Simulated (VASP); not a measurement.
Runs of VASP 6.6.1 on BP. The structure is that of space group F-43m (No. 216), or close to it. The cells are those of the table. 

```csv
level,potentials or basis,cell,gap on the mesh (eV),pressure (GPa)
RPBE,"VASP PAW PBE potentials, release 64 (B, P)","a = 3.213 Å, angles 60.0°, 2 atoms",(b),(c)
PBEsol,"VASP PAW PBE potentials, release 64 (B, P)","a = 3.218 Å, angles 60.0°, 2 atoms",1.17,-3.1
BLYP,"VASP PAW PBE potentials, release 64 (B, P)","a = 3.292 Å, angles 60.0°, 2 atoms",1.63,(a)
PBEsol,"VASP PAW PBE potentials, release 64 (B, P)","a = 3.238 Å, angles 60.0°, 2 atoms",1.19,-6.1
LDA,"VASP PAW LDA potentials, release 64 (B, P)","a = 3.196 Å, angles 60.0°, 2 atoms",1.20,-3.4
```

Alike in all rows: task single point; no spin polarisation; k mesh 8 × 8 × 8; cutoff (eV) 520; smearing gaussian 0.05 eV.

Task: Fill in the values left out.

Result: (a) -5.5; (b) 1.29; (c) 2.8.

Caveats: the PAW data sets were made with another functional, which shifts forces and pressure a little (some runs).

A k mesh can miss the band edges.
